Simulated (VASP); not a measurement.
# TiO2 (P4_2/mnm) in VASP: single point with r2SCAN

Aim: the single point of TiO2 with r2SCAN.

All numbers are computed with VASP 6.6.1; they aren't measurements. Logs are shortened: lines on timing, memory, paths and dates and some standing lists are left out, and cuts for length are marked.

## Step 1: The cell of the first run

The structure is tetragonal, space group P4_2/mnm (No. 136). The conventional cell has a = 4.597 Å, b = 4.597 Å, c = 2.954 Å, α = 90.00°, β = 90.00°, γ = 90.00°. Within 2.6 Å of Ti (site symmetry mmm) lie 6 O at 1.95 to 1.98 Å. O (site symmetry m2m) has 3 Ti at 1.95 to 1.98 Å and 1 O at 2.54 Å within 2.6 Å.

## Step 2: Single point, r2SCAN

POSCAR reads:

```
TiO2
1.0
    4.5969420351      0.0000000000      0.0000000000
    0.0000000000      4.5969420351      0.0000000000
    0.0000000000      0.0000000000      2.9535410999
Ti O
2 4
Direct
    0.0000000000      0.0000000000      0.0000000000
    0.5000000000      0.5000000000      0.5000000000
    0.3046313567      0.3046313567      0.0000000000
    0.1953686433      0.8046313567      0.5000000000
    0.6953686433      0.6953686433      0.0000000000
    0.8046313567      0.1953686433      0.5000000000
```

INCAR.step1 reads:

```
  PREC = Accurate
  ENCUT = 520
  ISMEAR = 0
  SIGMA = 0.02
  LREAL = F
  LASPH = T
  NELM = 60
  NBANDS = 33
  GGA = PE
  ALGO = Normal
  EDIFF = 1E-4
  LWAVE = T
  LCHARG = F
```

INCAR.step2 reads:

```
  PREC = Accurate
  ENCUT = 520
  EDIFF = 1E-7
  ISMEAR = 0
  SIGMA = 0.02
  LREAL = F
  LASPH = T
  NELM = 60
  ALGO = Normal
  ISIF = 2
  LWAVE = F
  LCHARG = F
  METAGGA = R2SCAN
  LMIXTAU = T
  NBANDS = 33
  ISTART = 1
```

KPOINTS reads:

```
regular mesh
0
Gamma
  12 12 18
```

Potentials or basis: VASP PAW PBE potentials, release 64 (Ti_sv, O).

Launch:

```console
> cat potpaw_PBE.64/Ti_sv/POTCAR potpaw_PBE.64/O/POTCAR > POTCAR
> cp INCAR.step1 INCAR
> mpirun -np 1 vasp_std > vasp.out
> cp INCAR.step2 INCAR
> mpirun -np 1 vasp_std > vasp.out
```

OUTCAR:

```text
PREC = Accurate
   ENCUT = 520
   EDIFF = 1E-7
   ISMEAR = 0
   LREAL = F
   LASPH = T
   NELM = 60
   ISIF = 2
   METAGGA = R2SCAN
   ISTART = 1

 ion  position               nearest neighbor table
   1  0.000  0.000  0.000-   4 1.95   6 1.95   4 1.95   6 1.95   5 1.98   3 1.98
   2  0.500  0.500  0.500-   3 1.95   5 1.95   3 1.95   5 1.95   4 1.98   6 1.98
   3  0.305  0.305  0.000-   2 1.95   2 1.95   1 1.98
   4  0.195  0.805  0.500-   1 1.95   1 1.95   2 1.98
   5  0.695  0.695  0.000-   2 1.95   2 1.95   1 1.98
   6  0.805  0.195  0.500-   1 1.95   1 1.95   2 1.98

  LATTYP: Found a simple tetragonal cell.
 ALAT       =     4.5969420351
 C/A-ratio  =     0.6425012709

  Lattice vectors:

 A1 = (   4.5969420351,   0.0000000000,   0.0000000000)
 A2 = (   0.0000000000,   4.5969420351,   0.0000000000)
 A3 = (   0.0000000000,   0.0000000000,   2.9535410999)

Analysis of symmetry for initial positions (statically):
=====================================================================
 Subroutine PRICEL returns:
 Original cell was already a primitive cell.

 Routine SETGRP: Setting up the symmetry group for a
 simple tetragonal supercell.

 Subroutine GETGRP returns: Found 16 space group operations
 (whereof  8 operations were pure point group operations)
 out of a pool of 16 trial point group operations.

The static configuration has the point symmetry D_2h.
 The point group associated with its full space group is D_4h.

Analysis of symmetry for dynamics (positions and initial velocities):
=====================================================================
 Subroutine PRICEL returns:
 Original cell was already a primitive cell.

 Routine SETGRP: Setting up the symmetry group for a
 simple tetragonal supercell.

 Subroutine GETGRP returns: Found 16 space group operations
 (whereof  8 operations were pure point group operations)
 out of a pool of 16 trial point group operations.

The dynamic configuration has the point symmetry D_2h.
 The point group associated with its full space group is D_4h.

 Subroutine INISYM returns: Found 16 space group operations
 (whereof  8 operations are pure point group operations),
 and found     1 'primitive' translations

----------------------------------------------------------------------------------------

                                     Primitive cell

  volume of cell :      62.4139

  direct lattice vectors                    reciprocal lattice vectors
     4.596942035  0.000000000  0.000000000     0.217535917  0.000000000  0.000000000
     0.000000000  4.596942035  0.000000000     0.000000000  0.217535917  0.000000000
     0.000000000  0.000000000  2.953541100     0.000000000  0.000000000  0.338576633

  length of vectors
     4.596942035  4.596942035  2.953541100     0.217535917  0.217535917  0.338576633

  position of ions in fractional coordinates (direct lattice)
     0.000000000  0.000000000  0.000000000
     0.500000000  0.500000000  0.500000000
     0.304631357  0.304631357  0.000000000
     0.195368643  0.804631357  0.500000000
     0.695368643  0.695368643  0.000000000
     0.804631357  0.195368643  0.500000000

  ion indices of the primitive-cell ions
   primitive index   ion index
                 1           1
                 2           2
                 3           3
                 4           4
                 5           5
                 6           6

----------------------------------------------------------------------------------------

 KPOINTS: regular mesh

Automatic generation of k-mesh.
 Grid dimensions read from file:
 generate k-points for:   12   12   18

 Generating k-lattice:

  Cartesian coordinates                     Fractional coordinates (reciprocal lattice)
     0.018127993  0.000000000  0.000000000     0.083333333  0.000000000  0.000000000
     0.000000000  0.018127993  0.000000000     0.000000000  0.083333333  0.000000000
     0.000000000  0.000000000  0.018809813     0.000000000  0.000000000  0.055555556

  Length of vectors
     0.018127993  0.018127993  0.018809813

  Shift w.r.t. Gamma in fractional coordinates (k-lattice)
     0.000000000  0.000000000  0.000000000

 Subroutine IBZKPT returns following result:
 ===========================================

 Found    280 irreducible k-points:

 Following reciprocal coordinates:
            Coordinates               Weight
  0.000000  0.000000  0.000000      1.000000
  0.083333  0.000000  0.000000      4.000000
  0.166667  0.000000  0.000000      4.000000
  0.250000  0.000000  0.000000      4.000000
  0.333333  0.000000  0.000000      4.000000
  0.416667  0.000000  0.000000      4.000000
[... 16 lines left out ...]
  0.333333  0.333333  0.000000      4.000000
  0.416667  0.333333  0.000000      8.000000
 [... further k-points ...]
   k-points           NKPTS =    280   k-points in BZ     NKDIM =    280   number of bands    NBANDS=     33
   number of dos      NEDOS =    301   number of ions     NIONS =      6
   total plane-waves  NPLWV =  31104
   dimension x,y,z NGX =    36 NGY =   36 NGZ =   24
   dimension x,y,z NGXF=    72 NGYF=   72 NGZF=   48
   ions per type =               2   4
   NGX,Y,Z   is equivalent  to a cutoff of  13.02, 13.02, 13.51 a.u.
   NGXF,Y,Z  is equivalent  to a cutoff of  26.04, 26.04, 27.02 a.u.
 SYSTEM =  unknown system
   PREC   = accura    normal or accurate (medium, high low for compatibility)
   ISTART =      1    job   : 0-new  1-cont  2-samecut
   ICHARG =      0    charge: 1-file 2-atom 10-const
   ISPIN  =      1    spin polarized calculation?
   LNONCOLLINEAR =      F non collinear calculations
   LSORBIT =      F    spin-orbit coupling
   LASPH  =      T    aspherical Exc in radial PAW
   ENCUT  =  520.0 eV  38.22 Ry    6.18 a.u.   8.55  8.55  5.49*2*pi/ulx,y,z
   NELM   =     60;   NELMIN=  2; NELMDL=  0     # of ELM steps
   EDIFF  = 0.1E-06   stopping-criterion for ELM
   LREAL  =      F    real-space projection
   EDIFFG = 0.1E-05   stopping-criterion for IOM
   NSW    =      0    number of steps for IOM
   IBRION =     -1    ionic relax: 0-MD 1-quasi-New 2-CG
   NFREE  =      0    steps in history (QN), initial steepest desc. (CG)
   ISIF   =      2    stress and relaxation
   ISYM   =      2    0-nonsym 1-usesym 2-fastsym
   POTIM  = 0.5000    time-step for ionic-motion
   TEBEG  =    0.0;   TEEND  =   0.0 temperature during run
   PSTRESS=    0.0 pullay stress
   NELECT =      48.0000    total number of electrons
   NUPDOWN=      -1.0000    fix difference up-down
   EMIN   =  10.00;   EMAX   =-10.00  energy-range for DOS
   EFERMI =   0.00;   METHOD = LEGACY
   ISMEAR =     0;   SIGMA  =   0.02  broadening in eV -4-tet -1-fermi 0-gaus
   EFERMI_NEDOS =   21; number of points for ismear=-14 and -15
   IALGO  =     38    algorithm
   IMIX   =      4    mixing-type and parameters
     AMIX     =   0.40;   BMIX     =  1.00
     AMIX_MAG =   1.60;   BMIX_MAG =  1.00
  volume/ion in A,a.u.               =      10.40        70.20
  Fermi-wavevector in a.u.,A,eV,Ry     =   1.499897  2.834395 30.608921  2.249692
  Thomas-Fermi vector in A             =   2.611468
   LORBIT       =      0    0 simple, 1 ext, 2 COOP (PROOUT), +10 PAW based schemes
   METAGGA = R2SCAN    functional components
   LHFCALC =     F    Hartree Fock is set to
   AEXX    =    0.0000 exact exchange contribution
   IVDW    =     0    specifies the selected vdW correction
   LEPSILON=     F    determine dielectric tensor
   LRPA    =     F    only Hartree local field effects (RPA)
 non-spin polarized calculation
 Gauss-broadening in eV      SIGMA  =   0.02
  energy-cutoff  :      520.00
  volume of cell :       62.41
 maximum number of plane-waves:      1700
 NGX is ok and might be reduce to    36
   NGX = 17   NGY = 17   NGZ = 11

 number of electron      48.0000021 magnetization

 Free energy of the ion-electron system (eV)
  ---------------------------------------------------
  ext. energy  EPLUGINS =         0.00000000
  ---------------------------------------------------
  free energy    TOTEN  =       -69.79425623 eV

  energy without entropy =      -69.79425623  energy(sigma->0) =      -69.79425623

 E-fermi :   4.7021     XC(G=0): -12.1565

 val. band max:        4.5431047007   @ k =   0.0000   0.0000   0.0000
 cond. band min:       6.7723715876   @ k =   0.0000   0.0000   0.0000
 fundamental gap:      2.2292668868
 Fermi energy:         4.7021099292

 k-point     1 :       0.0000    0.0000    0.0000
  band No.  band energies     occupation
      1     -54.5989      2.00000
      2     -54.5811      2.00000
      3     -29.8656      2.00000
      4     -29.8656      2.00000
      5     -29.6872      2.00000
      6     -29.6872      2.00000
[... 25 lines left out ...]
     32      11.5302      0.00000
     33      11.5302      0.00000

 k-point     2 :       0.0833    0.0000    0.0000
  band No.  band energies     occupation
      1     -54.5986      2.00000
      2     -54.5814      2.00000
      3     -29.8632      2.00000
      4     -29.8630      2.00000
      5     -29.6902      2.00000
      6     -29.6899      2.00000
[... 25 lines left out ...]
     32      11.5040      0.00000
     33      11.5099      0.00000

 k-point     3 :       0.1667    0.0000    0.0000
  band No.  band energies     occupation
      1     -54.5977      2.00000
      2     -54.5823      2.00000
      3     -29.8561      2.00000
      4     -29.8553      2.00000
      5     -29.6987      2.00000
      6     -29.6978      2.00000
[... 25 lines left out ...]
     32      11.4318      0.00000
     33      11.4524      0.00000

 k-point     4 :       0.2500    0.0000    0.0000
  band No.  band energies     occupation
      1     -54.5963      2.00000
      2     -54.5837      2.00000
      3     -29.8449      2.00000
      4     -29.8433      2.00000
      5     -29.7118      2.00000
      6     -29.7101      2.00000
[... 25 lines left out ...]
     32      11.3325      0.00000
     33      11.3679      0.00000

 k-point     5 :       0.3333    0.0000    0.0000
  band No.  band energies     occupation
      1     -54.5944      2.00000
      2     -54.5855      2.00000
      3     -29.8309      2.00000
      4     -29.8287      2.00000
      5     -29.7275      2.00000
      6     -29.7252      2.00000
[... 604 lines left out ...]
 k-point    22 :       0.5000    0.2500    0.0000
  band No.  band energies     occupation
      1     -54.5899      2.00000
      2     -54.5899      2.00000
      3     -29.8520      2.00000
      4     -29.8520      2.00000
      5     -29.7053      2.00000
      6     -29.7053      2.00000
[... 25 lines left out ...]
     32      10.8548      0.00000
     33      11.3453      0.00000

 k-point    23 :       0.3333    0.3333    0.0000
  band No.  band energies     occupation
      1     -54.5922      2.00000
      2     -54.5877      2.00000
      3     -29.8749      2.00000
      4     -29.8373      2.00000
      5     -29.7206      2.00000
      6     -29.6815      2.00000
[... 25 lines left out ...]
     32      11.2497      0.00000
     33      11.2704      0.00000

 k-point    24 :       0.4167    0.3333    0.0000
  band No.  band energies     occupation
      1     -54.5911      2.00000
      2     -54.5888      2.00000
      3     -29.8733      2.00000
      4     -29.8535      2.00000
      5     -29.7043      2.00000
      6     -29.6836      2.00000
[... 25 lines left out ...]
     32      11.0323      0.00000
     33      11.3441      0.00000

 [... further k-points ...]

------------------------ aborting loop because EDIFF is reached ----------------------------------------

  FORCE on cell =-STRESS in cart. coord.  units (eV):
  Direction    XX          YY          ZZ          XY          YZ          ZX
  --------------------------------------------------------------------------------------
  -------------------------------------------------------------------------------------
  Total        0.3958485      0.3958485      0.6771393      0.0000000      0.0000000      0.0000000
  in kB       10.1615161     10.1615161     17.3823109      0.0000000      0.0000000      0.0000000
  external PRESSURE =      12.5684477 kB  Pullay stress =       0.0000000 kB

 VOLUME and BASIS-vectors are now :
 -----------------------------------------------------------------------------
  energy-cutoff  :      520.00
  volume of cell :       62.41
      direct lattice vectors                 reciprocal lattice vectors
     4.596942035  0.000000000  0.000000000     0.217535917  0.000000000  0.000000000
     0.000000000  4.596942035  0.000000000     0.000000000  0.217535917  0.000000000
     0.000000000  0.000000000  2.953541100     0.000000000  0.000000000  0.338576633

 POSITION                                       TOTAL-FORCE (eV/Angst)
 -----------------------------------------------------------------------------------
      0.00000      0.00000      0.00000         0.000000      0.000000      0.000000
      2.29847      2.29847      1.47677         0.000000      0.000000      0.000000
      1.40037      1.40037      0.00000        -0.025591     -0.025591      0.000000
      0.89810      3.69884      1.47677         0.025591     -0.025591      0.000000
      3.19657      3.19657      0.00000         0.025591      0.025591      0.000000
      3.69884      0.89810      1.47677        -0.025591      0.025591      0.000000
 -----------------------------------------------------------------------------------
    total drift:                                0.000000      0.000000      0.000000

  FREE ENERGIE OF THE ION-ELECTRON SYSTEM (eV)
  ---------------------------------------------------
  free  energy   TOTEN  =       -69.7942562327 eV

  energy  without entropy=      -69.7942562327  energy(sigma->0) =      -69.79425623
```

Wall time 13 min (1 thread of Intel Xeon 6975P-C (Granite Rapids), shared host); peak memory 0.52 GiB.

Results:

* Free energy: -69.7943 eV
* Pressure: 1.3 GPa
* Largest force: 0.036 eV/Å
* Band gap on the k mesh: 2.23 eV

Forces on the atoms (eV/Å):
```
Ti   0.000  0.000  0.000
Ti   0.000  0.000  0.000
O   -0.026 -0.026  0.000
O    0.026 -0.026  0.000
O    0.026  0.026  0.000
O   -0.026  0.026  0.000
```

Levels at points of the mesh, in eV from the valence-band top:
```
           k point  band 20  band 21  band 22  band 23  band 24  band 25  band 26  band 27  band 28  band 29
(0.00, 0.00, 0.00)    -2.07    -0.76    -0.49    -0.49     0.00     2.23     2.55     2.79     2.88     2.88
(0.50, 0.00, 0.00)    -3.15    -1.70    -1.70    -0.77    -0.77     2.92     2.92     3.41     3.41     3.95
(0.50, 0.50, 0.00)    -2.21    -1.38    -1.38    -1.13    -1.13     2.27     2.27     2.90     2.90     4.21
(0.00, 0.00, 0.50)    -2.89    -2.40    -2.40    -1.48    -1.48     3.33     3.33     3.59     3.59     4.05
(0.50, 0.00, 0.50)    -2.47    -2.08    -2.08    -1.09    -1.09     2.29     2.29     3.62     3.62     4.29
(0.50, 0.50, 0.50)    -2.86    -1.32    -1.32    -0.72    -0.72     2.97     2.97     3.60     3.60     3.64
```

Caveat: the PAW data sets were made with another functional, which shifts forces and pressure a little. r2SCAN opens gaps a little over a GGA but as a rule still falls short of measured ones.
